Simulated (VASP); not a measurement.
A run of VASP 6.6.1 is set up as follows.

Contents of INCAR:

```
ALGO = Normal
EDIFF = 1E-6
ENCUT = 520
GGA = PE
ISIF = 2
ISMEAR = 0
ISPIN = 2
LASPH = True
LCHARG = False
LMAXMIX = 6
LORBIT = 11
LREAL = False
LWAVE = False
MAGMOM = 6
NBANDS = 20
NELM = 150
PREC = Accurate
SIGMA = 0.05
```

The input KPOINTS:

```
k-points
0
Gamma
  14 14 14
```

POSCAR

```
Tb
1.0
    0.0000000000      2.5182754115      2.5182754115
    2.5182754115      0.0000000000      2.5182754115
    2.5182754115      2.5182754115      0.0000000000
Tb
1
Direct
    0.0000000000      0.0000000000      0.0000000000
```

Potentials or basis: VASP PAW PBE potentials, release 64 (Tb).

The run is started by

```console
$ cat potpaw_PBE.64/Tb/POTCAR > POTCAR
$ mpirun -np 1 vasp_std > vasp.out
```

Q: Predict the net moment.

A: 5.90 μB per cell.

Q: What does it give for the site moments?

A: Tb +5.71 μB.

Q: What does it give for the pressure?

A: 0.3 GPa.

Caveat: the magnetic or orbital state may not be the lowest. The state reached can hang on the start; a lower one may exist.
